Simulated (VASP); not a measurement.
CdSe:

```
CELL_PARAMETERS angstrom
4.34202 0.00000 0.00000
2.17101 3.76030 0.00000
2.17101 1.25343 3.54524
ATOMIC_POSITIONS crystal
Cd 0.00000 0.00000 0.00000
Se 0.75000 0.75000 0.75000
```

| Quantity | Value |
| --- | --- |
| Program | VASP 6.6.1 |
| Task | relaxation of cell and atoms |
| Functional | PBEsol |
| Potentials or basis | VASP PAW PBE potentials, release 64 (Cd, Se) |
| Cutoff | 600 eV |
| k mesh | 6 × 6 × 6 |
| Occupations | gaussian, width 0.01 eV |
| Spin | no spin polarisation |

At the start: pressure -1.1 GPa; volume 28.94 Å³/atom.

Question: Where does the relaxation end?

Answer: Over 3 steps the energy falls by 2.4 meV/atom and the volume is 28.28 Å³/atom (-2.3 %); space group F-43m (No. 216, to 0.05 Å).

The path:
```csv
step,energy change (eV),largest force (eV/Å),pressure (GPa),volume (Å³)
1,0.0000,0.0000,-1.14,57.88
2,-0.0044,0.0000,0.33,56.18
3,-0.0048,0.0000,0.02,56.55
```

Final structure:
```yaml
crystal:
  lattice:
    - [4.30841, 0.00000, 0.00000]
    - [2.15420, 3.73119, 0.00000]
    - [2.15420, 1.24373, 3.51780]
  atoms:
    - { symbol: Cd, position: [0.00000, 0.00000, 0.00000] }
    - { symbol: Se, position: [0.75000, 0.75000, 0.75000] }
```

Caveat: the PAW data sets were made with another functional, which shifts forces and pressure a little.
